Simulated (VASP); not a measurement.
# SnO2 (Pa-3) in VASP: a series of runs, part 2 of 2

VASP 6.6.1.

## (5) Relaxation of cell and atoms, BLYP+D3(BJ)

This run uses another cell than the first one, of 11.55 Å³/atom.

Input file INCAR:

```
AGGAC = 1.0
AGGAX = 1.0
ALDAC = 0.0
ALDAX = 1.0
ALGO = Normal
EDIFF = 1E-7
EDIFFG = -0.01
ENCUT = 600
GGA = B5
IBRION = 2
ISIF = 3
ISMEAR = -1
IVDW = 12
LASPH = True
LCHARG = False
LREAL = False
LWAVE = False
NELM = 60
NSW = 60
PREC = Accurate
SIGMA = 0.05
VDW_A1 = 0.4298
VDW_A2 = 4.2359
VDW_S6 = 1.0
VDW_S8 = 2.6996
```

Input file KPOINTS:

```
k-points
0
Gamma
  5 5 5
```

Input file POSCAR:

```
SnO2
1.0
    5.1752560000      0.0000000000      0.0000000000
    0.0000000000      5.1752560000      0.0000000000
    0.0000000000      0.0000000000      5.1752560000
Sn O
4 8
Direct
    0.0000000000      0.0000000000      0.0000000000
    0.5000000000      0.0000000000      0.5000000000
    0.5000000000      0.5000000000      0.0000000000
    0.0000000000      0.5000000000      0.5000000000
    0.6610980000      0.8389020000      0.1610980000
    0.8389020000      0.1610980000      0.6610980000
    0.1610980000      0.6610980000      0.8389020000
    0.3389020000      0.3389020000      0.3389020000
    0.6610980000      0.6610980000      0.6610980000
    0.8389020000      0.3389020000      0.1610980000
    0.1610980000      0.8389020000      0.3389020000
    0.3389020000      0.1610980000      0.8389020000
```

Potentials or basis: VASP PAW PBE potentials, release 64 (Sn_d, O).

Started as:

```
$ cat potpaw_PBE.64/Sn_d/POTCAR potpaw_PBE.64/O/POTCAR > POTCAR
$ mpirun -np 1 vasp_std > vasp.out
```

OUTCAR:

```text
EDIFF = 1E-7
   EDIFFG = -0.01
   ENCUT = 600
   GGA = B5
   IBRION = 2
   ISIF = 3
   ISMEAR = -1
   IVDW = 12
   LASPH = True
   LREAL = False
   NELM = 60
   NSW = 60
   PREC = Accurate
 IVDW          = 12

 ion  position               nearest neighbor table
   1  0.000  0.000  0.000-   5 2.11   6 2.11   7 2.11  10 2.11  11 2.11  12 2.11   2 3.66   3 3.66
                             4 3.66   2 3.66   4 3.66   3 3.66   4 3.66   4 3.66   2 3.66   3 3.66
   2  0.500  0.000  0.500-   5 2.11   6 2.11   8 2.11   9 2.11  11 2.11  12 2.11   1 3.66   3 3.66
                             4 3.66   1 3.66   3 3.66   3 3.66   4 3.66   3 3.66   1 3.66   4 3.66
   3  0.500  0.500  0.000-   5 2.11   7 2.11   8 2.11   9 2.11  10 2.11  12 2.11   1 3.66   2 3.66
                             4 3.66   2 3.66   4 3.66   1 3.66   2 3.66   2 3.66   1 3.66   4 3.66
   4  0.000  0.500  0.500-   6 2.11   7 2.11   8 2.11   9 2.11  10 2.11  11 2.11   1 3.66   2 3.66
                             3 3.66   1 3.66   3 3.66   1 3.66   2 3.66   1 3.66   2 3.66   3 3.66
   5  0.661  0.839  0.161-   1 2.11   2 2.11   3 2.11
   6  0.839  0.161  0.661-   1 2.11   2 2.11   4 2.11
   7  0.161  0.661  0.839-   1 2.11   3 2.11   4 2.11
   8  0.339  0.339  0.339-   2 2.11   3 2.11   4 2.11
   9  0.661  0.661  0.661-   2 2.11   3 2.11   4 2.11
  10  0.839  0.339  0.161-   1 2.11   3 2.11   4 2.11
  11  0.161  0.839  0.339-   1 2.11   2 2.11   4 2.11
  12  0.339  0.161  0.839-   1 2.11   2 2.11   3 2.11

  LATTYP: Found a simple cubic cell.
 ALAT       =     5.1752560000

  Lattice vectors:

 A1 = (   5.1752560000,   0.0000000000,   0.0000000000)
 A2 = (   0.0000000000,   5.1752560000,   0.0000000000)
 A3 = (   0.0000000000,   0.0000000000,   5.1752560000)

Analysis of symmetry for initial positions (statically):
=====================================================================
 Subroutine PRICEL returns:
 Original cell was already a primitive cell.

 Routine SETGRP: Setting up the symmetry group for a
 simple cubic supercell.

 Subroutine GETGRP returns: Found 24 space group operations
 (whereof  6 operations were pure point group operations)
 out of a pool of 48 trial point group operations.

The static configuration has the point symmetry S_6 .
 The point group associated with its full space group is T_h .

Analysis of symmetry for dynamics (positions and initial velocities):
=====================================================================
 Subroutine PRICEL returns:
 Original cell was already a primitive cell.

 Routine SETGRP: Setting up the symmetry group for a
 simple cubic supercell.

 Subroutine GETGRP returns: Found 24 space group operations
 (whereof  6 operations were pure point group operations)
 out of a pool of 48 trial point group operations.

The dynamic configuration has the point symmetry S_6 .
 The point group associated with its full space group is T_h .

 Subroutine INISYM returns: Found 24 space group operations
 (whereof  6 operations are pure point group operations),
 and found     1 'primitive' translations

----------------------------------------------------------------------------------------

                                     Primitive cell

  volume of cell :     138.6103

  direct lattice vectors                    reciprocal lattice vectors
     5.175256000  0.000000000  0.000000000     0.193227156  0.000000000  0.000000000
     0.000000000  5.175256000  0.000000000     0.000000000  0.193227156  0.000000000
     0.000000000  0.000000000  5.175256000     0.000000000  0.000000000  0.193227156

  length of vectors
     5.175256000  5.175256000  5.175256000     0.193227156  0.193227156  0.193227156

  position of ions in fractional coordinates (direct lattice)
     0.000000000  0.000000000  0.000000000
     0.500000000  0.000000000  0.500000000
[... 35 lines left out ...]

  Cartesian coordinates                     Fractional coordinates (reciprocal lattice)
     0.038645431  0.000000000  0.000000000     0.200000000  0.000000000  0.000000000
     0.000000000  0.038645431  0.000000000     0.000000000  0.200000000  0.000000000
     0.000000000  0.000000000  0.038645431     0.000000000  0.000000000  0.200000000

  Length of vectors
     0.038645431  0.038645431  0.038645431

  Shift w.r.t. Gamma in fractional coordinates (k-lattice)
     0.000000000  0.000000000  0.000000000

 Subroutine IBZKPT returns following result:
 ===========================================

 Found     11 irreducible k-points:

 Following reciprocal coordinates:
            Coordinates               Weight
  0.000000  0.000000  0.000000      1.000000
  0.200000  0.000000  0.000000      6.000000
  0.400000  0.000000  0.000000      6.000000
  0.200000  0.200000  0.000000     12.000000
  0.400000  0.200000  0.000000     12.000000
 -0.200000  0.400000  0.000000     12.000000
  0.400000  0.400000  0.000000     12.000000
  0.200000  0.200000  0.200000      8.000000
  0.400000  0.200000  0.200000     24.000000
  0.400000  0.400000  0.200000     24.000000
  0.400000  0.400000  0.400000      8.000000
   k-points           NKPTS =     11   k-points in BZ     NKDIM =     11   number of bands    NBANDS=     62
   number of dos      NEDOS =    301   number of ions     NIONS =     12
   total plane-waves  NPLWV =  74088
   dimension x,y,z NGX =    42 NGY =   42 NGZ =   42
   dimension x,y,z NGXF=    84 NGYF=   84 NGZF=   84
   ions per type =               4   8
   NGX,Y,Z   is equivalent  to a cutoff of  13.49, 13.49, 13.49 a.u.
   NGXF,Y,Z  is equivalent  to a cutoff of  26.98, 26.98, 26.98 a.u.
 SYSTEM =  unknown system
   PREC   = accura    normal or accurate (medium, high low for compatibility)
   ISTART =      0    job   : 0-new  1-cont  2-samecut
   ICHARG =      2    charge: 1-file 2-atom 10-const
   ISPIN  =      1    spin polarized calculation?
   LNONCOLLINEAR =      F non collinear calculations
   LSORBIT =      F    spin-orbit coupling
   LASPH  =      T    aspherical Exc in radial PAW
   ENCUT  =  600.0 eV  44.10 Ry    6.64 a.u.  10.34 10.34 10.34*2*pi/ulx,y,z
   NELM   =     60;   NELMIN=  2; NELMDL= -5     # of ELM steps
   EDIFF  = 0.1E-06   stopping-criterion for ELM
   LREAL  =      F    real-space projection
   EDIFFG = -.1E-01   stopping-criterion for IOM
   NSW    =     60    number of steps for IOM
   IBRION =      2    ionic relax: 0-MD 1-quasi-New 2-CG
   NFREE  =      1    steps in history (QN), initial steepest desc. (CG)
   ISIF   =      3    stress and relaxation
   ISYM   =      2    0-nonsym 1-usesym 2-fastsym
   POTIM  = 0.5000    time-step for ionic-motion
   TEBEG  =    0.0;   TEEND  =   0.0 temperature during run
   PSTRESS=    0.0 pullay stress
   NELECT =     104.0000    total number of electrons
   NUPDOWN=      -1.0000    fix difference up-down
   EMIN   =  10.00;   EMAX   =-10.00  energy-range for DOS
   EFERMI =   0.00;   METHOD = LEGACY
   ISMEAR =    -1;   SIGMA  =   0.05  broadening in eV -4-tet -1-fermi 0-gaus
   EFERMI_NEDOS =   21; number of points for ismear=-14 and -15
   IALGO  =     38    algorithm
   IMIX   =      4    mixing-type and parameters
     AMIX     =   0.40;   BMIX     =  1.00
     AMIX_MAG =   1.60;   BMIX_MAG =  1.00
  volume/ion in A,a.u.               =      11.55        77.95
  Fermi-wavevector in a.u.,A,eV,Ry     =   1.487604  2.811165 30.109240  2.212967
  Thomas-Fermi vector in A             =   2.600744
   LORBIT       =      0    0 simple, 1 ext, 2 COOP (PROOUT), +10 PAW based schemes
   GGA     = B5    functional components
   LHFCALC =     F    Hartree Fock is set to
   AEXX    =    0.0000 exact exchange contribution
   IVDW    =    12    specifies the selected vdW correction
   LEPSILON=     F    determine dielectric tensor
   LRPA    =     F    only Hartree local field effects (RPA)
 conjugate gradient relaxation of ions
 non-spin polarized calculation
  energy-cutoff  :      600.00
  volume of cell :      138.61
 maximum number of plane-waves:      4656
 NGX is ok and might be reduce to    42
   NGX = 21   NGY = 21   NGZ = 21

--------------------------------------- Ionic step        1  -------------------------------------------

 number of electron     104.0000000 magnetization

 Free energy of the ion-electron system (eV)
  ---------------------------------------------------
  ext. energy  EPLUGINS =         0.00000000
  ---------------------------------------------------
  free energy    TOTEN  =       -68.26982664 eV

  energy without entropy =      -68.26965048  energy(sigma->0) =      -68.26973856

------------------------ aborting loop because EDIFF is reached ----------------------------------------

 Edisp (eV)   -6.10259

 E8    (eV) :    -4.3160
[... 291 lines left out ...]
--------------------------------------- Ionic step        7  -------------------------------------------

 number of electron     103.9999998 magnetization

 Free energy of the ion-electron system (eV)
  ---------------------------------------------------
  ext. energy  EPLUGINS =         0.00000000
  ---------------------------------------------------
  free energy    TOTEN  =       -68.24480752 eV

  energy without entropy =      -68.24468442  energy(sigma->0) =      -68.24474597

 E-fermi :   7.3717     XC(G=0): -11.1211

 val. band max:        6.9449259520   @ k =  -0.2000   0.4000   0.0000
 cond. band min:       7.6036036854   @ k =   0.0000   0.0000   0.0000
 fundamental gap:      0.6586777333
 Fermi energy:         7.3717454063

 k-point     1 :       0.0000    0.0000    0.0000
  band No.  band energies     occupation
      1     -13.8394      2.00000
      2     -13.8394      2.00000
      3     -13.8394      2.00000
      4     -13.1643      2.00000
      5     -13.1643      2.00000
      6     -13.1643      2.00000
[... 747 lines left out ...]
  FREE ENERGIE OF THE ION-ELECTRON SYSTEM (eV)
  ---------------------------------------------------
  free  energy   TOTEN  =       -74.3774448315 eV

  energy  without entropy=      -74.3773217343  energy(sigma->0) =      -74.37738328

 reached required accuracy - stopping structural energy minimisation
```

Wall time 26 min (1 thread of Intel Xeon 8259CL, shared host); peak memory 0.33 GiB.

Results:

| Item | Value |
| --- | --- |
| Free energy | -74.3774 eV |
| Relaxed volume | 11.50 Å³/atom |
| Relaxed cell | a = 5.167 Å, b = 5.167 Å, c = 5.167 Å, α = 90.00°, β = 90.00°, γ = 90.00° |
| Space group after relaxing (to 0.1 Å) | Pa-3 (No. 205) |
| Energy gained by relaxing | 0.4 meV/atom |
| Ionic steps | 7 |
| Pressure after relaxing | 0.0 GPa |
| Band gap on the k mesh | 0.66 eV (least direct gap 0.71 eV) |
| Dispersion energy per atom | -0.511 eV |

Step by step:
```csv
step,energy change (eV),largest force (eV/Å),pressure (GPa),volume (Å³)
1,0.0000,0.0496,-0.81,138.61
2,-0.0009,0.0500,0.81,137.45
3,-0.0019,0.0498,0.11,137.94
4,-0.0029,0.0420,0.09,137.94
5,-0.0047,0.0179,0.01,137.95
6,-0.0037,0.0334,-0.14,137.97
7,-0.0050,0.0003,-0.04,137.96
```

Final structure:
```
CELL_PARAMETERS angstrom
5.16714 0.00000 0.00000
0.00000 5.16714 0.00000
0.00000 0.00000 5.16714
ATOMIC_POSITIONS crystal
Sn 0.00000 0.00000 0.00000
Sn 0.50000 0.00000 0.50000
Sn 0.50000 0.50000 0.00000
Sn 0.00000 0.50000 0.50000
O 0.65925 0.84075 0.15925
O 0.84075 0.15925 0.65925
O 0.15925 0.65925 0.84075
O 0.34075 0.34075 0.34075
O 0.65925 0.65925 0.65925
O 0.84075 0.34075 0.15925
O 0.15925 0.84075 0.34075
O 0.34075 0.15925 0.84075
```

Levels at points of the mesh, in eV from the valence-band top:
| k point | band 48 | band 49 | band 50 | band 51 | band 52 | band 53 | band 54 | band 55 | band 56 | band 57 |
| --- | --- | --- | --- | --- | --- | --- | --- | --- | --- | --- |
| (0.00, 0.00, 0.00) | -0.71 | -0.35 | -0.05 | -0.05 | -0.05 | 0.66 | 5.75 | 5.75 | 5.75 | 7.53 |

Caveat: the PAW data sets were made with another functional, which shifts forces and pressure a little; spin-orbit coupling is left out, which moves the levels of the heavy elements; an odd mesh through Γ misses points on the zone boundary, where band edges can lie.

## (6) The runs side by side

| task | level | cell | cutoff (eV) | gap on the mesh (eV) | pressure (GPa) | relaxed volume (Å³/atom) |
| --- | --- | --- | --- | --- | --- | --- |
| single point | RPBE+D4 | a = 5.133 Å, 12 atoms, atomic positions A | 520 | 0.85 | 0.6 | - |
| relaxation of cell and atoms | RPBE+D4 | relaxed from a = 5.175 Å, 12 atoms, atomic positions B | 600 | 0.83 | -0.1 | 11.30 |
| single point | BLYP+D3(BJ) | a = 5.160 Å, 12 atoms, atomic positions A | 520 | 0.70 | 0.9 | - |
| relaxation of cell and atoms | BLYP+D3(BJ) | relaxed from a = 5.175 Å, 12 atoms, atomic positions B | 600 | 0.66 | 0.0 | 11.50 |

Alike in all rows: potentials or basis VASP PAW PBE potentials, release 64 (Sn_d, O); no spin polarisation; k mesh 5 × 5 × 5; smearing fermi-dirac 0.05 eV.

Caveats: the PAW data sets were made with another functional, which shifts forces and pressure a little; spin-orbit coupling is left out, which moves the levels of the heavy elements; an odd mesh through Γ misses points on the zone boundary, where band edges can lie.

Absolute energies hang on the potentials; compare differences alone.
